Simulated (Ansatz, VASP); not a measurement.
Ir in VASP and in Ansatz

```
CELL_PARAMETERS angstrom
0.00000 1.90609 1.90609
1.90609 0.00000 1.90609
1.90609 1.90609 0.00000
ATOMIC_POSITIONS crystal
Ir 0.00000 0.00000 0.00000
```

Alike in both runs: task single point; functional LDA; k mesh 14 × 14 × 14; occupations gaussian, width 0.1 eV; no spin polarisation.

```csv
,VASP,Ansatz
version,VASP 6.6.1,Ansatz 0.2.0
potentials or method,"VASP PAW LDA potentials, release 64 (Ir_sv_GW), cutoff 560 eV","plane waves (420 eV) with PAW, scalar-relativistic"
valence electrons in the cell,17,17
```

Ansatz gave:

| Property | Result |
| --- | --- |
| pressure (GPa) | -0.1 |

Question: Which values does VASP return?

Answer: Pressure (GPa): -0.5.

Ansatz warns that its potentials were made for another functional, while VASP's fit it. LDA's correlation is that of Perdew and Zunger in VASP and of Perdew and Wang (1992) in Ansatz.

Neither program's run includes spin-orbit coupling.
